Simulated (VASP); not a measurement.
Set up this calculation in VASP 6.6.1, as the native input.

* Task: single point
* Functional: PBE
* Potentials or basis: VASP PAW PBE potentials, release 64 (Sn_d)
* Cutoff: 520 eV
* k mesh: 11 × 11 × 8
* Occupations: methfessel-paxton, width 0.01 eV
* Spin: no spin polarisation
* Dipole correction: no
* Further INCAR settings: ALGO = Normal; EDIFF = 1e-07; NBANDS = 21

The structure of Sn lies in POSCAR:

```
Sn
1.0
   -2.9773321013      2.9790067394      1.6030901642
    2.9790067394     -2.9773321013      1.6030901642
    2.9770686044      2.9770686044     -1.6000204610
Sn
2
Direct
    0.0000231878      0.9999768122      0.0000000000
    0.7499768122      0.2500231878      0.5000000000
```

These files were run (other wordings do the same):

INCAR

```
SYSTEM = Sn
PREC     = Accurate       ! precision mode
ENCUT    = 520            ! plane-wave cutoff, eV
EDIFF    = 1E-7           ! SCF threshold, eV
ISMEAR   = 1              ! smearing method
SIGMA    = 0.01           ! smearing width, eV
LREAL    = .False.        ! projectors in reciprocal space
LASPH    = .True.         ! aspherical terms in the spheres
NELM     = 100            ! most SCF steps
ALGO     = Normal         ! electronic algorithm
ISIF     = 2              ! what is computed and relaxed
LWAVE    = .False.        ! write WAVECAR
LCHARG   = .True.         ! write CHGCAR
GGA      = PE             ! functional
LELF     = .True.         ! ELF
LVHAR    = .True.       
NBANDS   = 21             ! bands
```

KPOINTS

```
Automatic mesh
0
Gamma
  11 11 8
  0 0 0
```

Potentials or basis: VASP PAW PBE potentials, release 64 (Sn_d).

Command:

```console
$ cat potpaw_PBE.64/Sn_d/POTCAR > POTCAR
$ mpirun -np 1 vasp_std > vasp.out
```

It gave:

```yaml
Pressure: -0.1 GPa
Largest_force: 0.008 eV/Å
Band_gap_on_the_k_mesh: zero (band 14 reaches 8.76 eV, above the bottom of band 15 at 5.25 eV)
```

Caveat: spin-orbit coupling is left out, which moves the levels of the heavy elements.

It took 110 s on 1 thread of Intel(R) Xeon(R) 6975P-C (Granite Rapids) (shared host), peak memory 0.38 GiB.
